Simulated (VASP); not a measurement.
# Al (Im-3m) in VASP: notebook

Al is run at these levels: PBE; tasks: single point.

All numbers are computed with VASP 6.6.1; they aren't measurements. Logs are shortened: lines on timing, memory, paths and dates and some standing lists are left out, and cuts for length are marked.

### Step 1. The cell of the first run

Symmetry: Im-3m, No. 229, cubic system. The conventional cell has a = 3.214 Å, b = 3.214 Å, c = 3.214 Å, α = 90.00°, β = 90.00°, γ = 90.00°. Within 3.7 Å of Al (site symmetry m-3m) lie 14 Al at 2.78 to 3.21 Å.

### Step 2. Single point, PBE

File INCAR:

```
PREC = Accurate
ENCUT = 520
EDIFF = 1E-6
ISMEAR = 0
SIGMA = 0.05
LREAL = F
LASPH = T
NELM = 100
ALGO = Fast
ISIF = 2
LWAVE = F
LCHARG = F
GGA = PE
NBANDS = 8
```

File KPOINTS:

```
Automatic mesh
0
Gamma
  8 8 8
```

File POSCAR:

```
Al
1.0
   -1.6072425570      1.6072425570      1.6072425570
    1.6072425570     -1.6072425570      1.6072425570
    1.6072425570      1.6072425570     -1.6072425570
Al
1
Direct
    0.0000000000      0.0000000000      0.0000000000
```

Potentials or basis: VASP PAW PBE potentials, release 64 (Al).

Command:

```bash
> cat potpaw_PBE.64/Al/POTCAR > POTCAR
> mpirun -np 1 vasp_std > vasp.out
```

OUTCAR:

```text
PREC = Accurate
   ENCUT = 520
   EDIFF = 1E-6
   ISMEAR = 0
   LREAL = F
   LASPH = T
   NELM = 100
   ISIF = 2
   GGA = PE

 ion  position               nearest neighbor table
   1  0.000  0.000  0.000-

  LATTYP: Found a body centered cubic cell.
 ALAT       =     3.2144851140

  Lattice vectors:

 A1 = (  -1.6072425570,   1.6072425570,   1.6072425570)
 A2 = (   1.6072425570,  -1.6072425570,   1.6072425570)
 A3 = (   1.6072425570,   1.6072425570,  -1.6072425570)

Analysis of symmetry for initial positions (statically):
=====================================================================
 Subroutine PRICEL returns:
 Original cell was already a primitive cell.

 Routine SETGRP: Setting up the symmetry group for a
 body centered cubic supercell.

 Subroutine GETGRP returns: Found 48 space group operations
 (whereof 48 operations were pure point group operations)
 out of a pool of 48 trial point group operations.

The static configuration has the point symmetry O_h .

Analysis of symmetry for dynamics (positions and initial velocities):
=====================================================================
 Subroutine PRICEL returns:
 Original cell was already a primitive cell.

 Routine SETGRP: Setting up the symmetry group for a
 body centered cubic supercell.

 Subroutine GETGRP returns: Found 48 space group operations
 (whereof 48 operations were pure point group operations)
 out of a pool of 48 trial point group operations.

The dynamic configuration has the point symmetry O_h .

 Subroutine INISYM returns: Found 48 space group operations
 (whereof 48 operations are pure point group operations),
 and found     1 'primitive' translations

----------------------------------------------------------------------------------------

                                     Primitive cell

  volume of cell :      16.6075

  direct lattice vectors                    reciprocal lattice vectors
    -1.607242557  1.607242557  1.607242557     0.000000000  0.311091812  0.311091812
     1.607242557 -1.607242557  1.607242557     0.311091812  0.000000000  0.311091812
     1.607242557  1.607242557 -1.607242557     0.311091812  0.311091812  0.000000000

  length of vectors
     2.783825769  2.783825769  2.783825769     0.439950260  0.439950260  0.439950260

  position of ions in fractional coordinates (direct lattice)
     0.000000000  0.000000000  0.000000000

[... 72 lines left out ...]
   LASPH  =      T    aspherical Exc in radial PAW
   ENCUT  =  520.0 eV  38.22 Ry    6.18 a.u.   5.18  5.18  5.18*2*pi/ulx,y,z
   NELM   =    100;   NELMIN=  2; NELMDL= -5     # of ELM steps
   EDIFF  = 0.1E-05   stopping-criterion for ELM
   LREAL  =      F    real-space projection
   EDIFFG = 0.1E-04   stopping-criterion for IOM
   NSW    =      0    number of steps for IOM
   IBRION =     -1    ionic relax: 0-MD 1-quasi-New 2-CG
   NFREE  =      0    steps in history (QN), initial steepest desc. (CG)
   ISIF   =      2    stress and relaxation
   ISYM   =      2    0-nonsym 1-usesym 2-fastsym
   POTIM  = 0.5000    time-step for ionic-motion
   TEBEG  =    0.0;   TEEND  =   0.0 temperature during run
   PSTRESS=    0.0 pullay stress
   NELECT =       3.0000    total number of electrons
   NUPDOWN=      -1.0000    fix difference up-down
   EMIN   =  10.00;   EMAX   =-10.00  energy-range for DOS
   EFERMI =   0.00;   METHOD = LEGACY
   ISMEAR =     0;   SIGMA  =   0.05  broadening in eV -4-tet -1-fermi 0-gaus
   EFERMI_NEDOS =   21; number of points for ismear=-14 and -15
   IALGO  =     68    algorithm
   IMIX   =      4    mixing-type and parameters
     AMIX     =   0.40;   BMIX     =  1.00
     AMIX_MAG =   1.60;   BMIX_MAG =  1.00
  volume/ion in A,a.u.               =      16.61       112.07
  Fermi-wavevector in a.u.,A,eV,Ry     =   0.925438  1.748824 11.652503  0.856435
  Thomas-Fermi vector in A             =   2.051292
   LORBIT       =      0    0 simple, 1 ext, 2 COOP (PROOUT), +10 PAW based schemes
   GGA     = PE    functional components
   LHFCALC =     F    Hartree Fock is set to
   AEXX    =    0.0000 exact exchange contribution
   IVDW    =     0    specifies the selected vdW correction
   LEPSILON=     F    determine dielectric tensor
   LRPA    =     F    only Hartree local field effects (RPA)
 non-spin polarized calculation
 RMM-DIIS sequential band-by-band and
 Gauss-broadening in eV      SIGMA  =   0.05
  energy-cutoff  :      520.00
  volume of cell :       16.61
 maximum number of plane-waves:       466
 NGX is ok and might be reduce to    24
   NGX = 11   NGY = 11   NGZ = 11

 number of electron       3.0000000 magnetization

 Free energy of the ion-electron system (eV)
  ---------------------------------------------------
  ext. energy  EPLUGINS =         0.00000000
  ---------------------------------------------------
  free energy    TOTEN  =        -3.61028185 eV

  energy without entropy =       -3.60895263  energy(sigma->0) =       -3.60961724

 E-fermi :   8.0623     XC(G=0): -10.1770

 val. band max:        8.0090794060   @ k =   0.2500   0.2500   0.1250
 cond. band min:       8.0931823560   @ k =  -0.3750   0.3750   0.1250
 fundamental gap:      0.0841029500
 Fermi energy:         8.0622904662

 k-point     1 :       0.0000    0.0000    0.0000
  band No.  band energies     occupation
      1      -3.1515      2.00000
      2      21.1643      0.00000
      3      21.1643      0.00000
      4      21.1643      0.00000
      5      22.5444      0.00000
      6      22.5444      0.00000
      7      22.5444      0.00000
      8      24.2040      0.00000
[... 243 lines left out ...]
 k-point    24 :      -0.3750    0.3750    0.2500
  band No.  band energies     occupation
      1       2.5576      2.00000
      2       9.2839      0.00000
      3      11.7570      0.00000
      4      13.8500      0.00000
      5      16.4289      0.00000
      6      22.3555      0.00000
      7      24.4149      0.00000
      8      27.3865      0.00000

 [... further k-points ...]
[... 5 lines left out ...]
  --------------------------------------------------------------------------------------
  -------------------------------------------------------------------------------------
  Total        0.2131909      0.2131909      0.2131909      0.0000000      0.0000000     -0.0000000
  in kB       20.5671873     20.5671873     20.5671873      0.0000000      0.0000000     -0.0000000
  external PRESSURE =      20.5671873 kB  Pullay stress =       0.0000000 kB

 VOLUME and BASIS-vectors are now :
 -----------------------------------------------------------------------------
  energy-cutoff  :      520.00
  volume of cell :       16.61
      direct lattice vectors                 reciprocal lattice vectors
    -1.607242557  1.607242557  1.607242557     0.000000000  0.311091812  0.311091812
     1.607242557 -1.607242557  1.607242557     0.311091812  0.000000000  0.311091812
     1.607242557  1.607242557 -1.607242557     0.311091812  0.311091812  0.000000000

 POSITION                                       TOTAL-FORCE (eV/Angst)
 -----------------------------------------------------------------------------------
      0.00000      0.00000      0.00000        -0.000000     -0.000000     -0.000000
 -----------------------------------------------------------------------------------
    total drift:                                0.000000      0.000000      0.000000

  FREE ENERGIE OF THE ION-ELECTRON SYSTEM (eV)
  ---------------------------------------------------
  free  energy   TOTEN  =        -3.6102818523 eV

  energy  without entropy=       -3.6089526276  energy(sigma->0) =       -3.60961724
```

Wall time 1.7 s (1 thread of Intel Xeon 6975P-C (Granite Rapids), shared host); peak memory 0.12 GiB.

What came out:

```
Free energy : -3.6103 eV
Pressure    : 2.1 GPa
```

### Step 3. Single point, PBE

This run uses another cell than the first one, of 16.84 Å³/atom, 1.014 times its volume.

File INCAR:

```
SYSTEM = Al
PREC = Accurate
ENCUT = 520
EDIFF = 1E-6
ISMEAR = 0
SIGMA = 0.05
LREAL = .False.
LASPH = .True.
NELM = 80
ALGO = Normal
ISIF = 2
LWAVE = .False.
LCHARG = .False.
GGA = PE
NBANDS = 8
```

File KPOINTS:

```
Automatic mesh
0
Gamma
  8 8 8
  0 0 0
```

File POSCAR:

```
Al
1.0
   -1.6146102578      1.6146102578      1.6146102578
    1.6146102578     -1.6146102578      1.6146102578
    1.6146102578      1.6146102578     -1.6146102578
Al
1
Direct
    0.0000000000      0.0000000000      0.0000000000
```

Potentials or basis: VASP PAW PBE potentials, release 64 (Al).

Command:

```bash
> cat potpaw_PBE.64/Al/POTCAR > POTCAR
> mpirun -np 1 vasp_std > vasp.out
```

It took 1.5 s on 1 thread of Intel Xeon 6975P-C (Granite Rapids), shared host; peak memory 0.12 GiB.

The run converged. Its results:

- Free energy: -3.6125 eV
- Pressure: 1.0 GPa

Levels at points of the mesh, in eV from the Fermi level:
```tsv
k point	band 1	band 2	band 3	band 4
(0.00, 0.00, 0.00)	-11.11	13.03	13.03	13.03
(0.50, 0.00, 0.00)	-4.36	-3.96	7.89	8.10
(0.50, 0.50, 0.50)	1.71	1.71	1.71	2.90
```
